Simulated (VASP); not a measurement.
Mg3ZrN2: single point with PBE

Mg3ZrN2:

```xyz
6
Lattice="-2.2196 2.2196 4.5067 2.2196 -2.2196 4.5067 2.2196 2.2196 -4.5067" Properties=species:S:1:pos:R:3 pbc="T T T"
Mg    0.0000    2.2196    2.2534
Mg    2.2196    0.0000    2.2534
Mg    0.0000    0.0000    4.5067
Zr    0.0000    0.0000    0.0000
N     0.0000    2.2196    0.0000
N     2.2196    0.0000    0.0000
```

| Quantity | Value |
| --- | --- |
| Program | VASP 6.6.1 |
| Task | single point |
| Functional | PBE |
| Potentials or basis | VASP PAW PBE potentials, release 64 (Mg, Zr_sv, N) |
| Cutoff | 520 eV |
| k mesh | 6 × 6 × 6 |
| Occupations | gaussian, width 0.1 eV |
| Spin | no spin polarisation |

```yaml
Pressure: -0.1 GPa
Band_gap_on_the_k_mesh: zero (band 14 reaches 5.80 eV, above the bottom of band 15 at 4.95 eV)
```

Stress tensor (GPa, compression positive):
```
-0.21  0.00  0.00
 0.00 -0.21  0.00
 0.00  0.00  0.04
```

Levels at points of the mesh, in eV from the Fermi level:
| k point | band 12 | band 13 | band 14 | band 15 | band 16 | band 17 |
| --- | --- | --- | --- | --- | --- | --- |
| (0.00, 0.00, 0.00) | -1.39 | -1.39 | -0.63 | -0.63 | 0.66 | 2.65 |
| (0.50, 0.00, 0.00) | -2.04 | -1.68 | -0.41 | 0.32 | 2.69 | 3.33 |
| (0.50, 0.50, 0.00) | -1.57 | -1.38 | -1.33 | 0.21 | 2.40 | 3.30 |
| (0.50, 0.50, 0.50) | -1.39 | 0.04 | 0.04 | 0.63 | 0.63 | 0.83 |

It took 65 s on 1 thread of AMD EPYC 9R45 96-Core Processor (Zen 5) (shared host), peak memory 0.26 GiB.
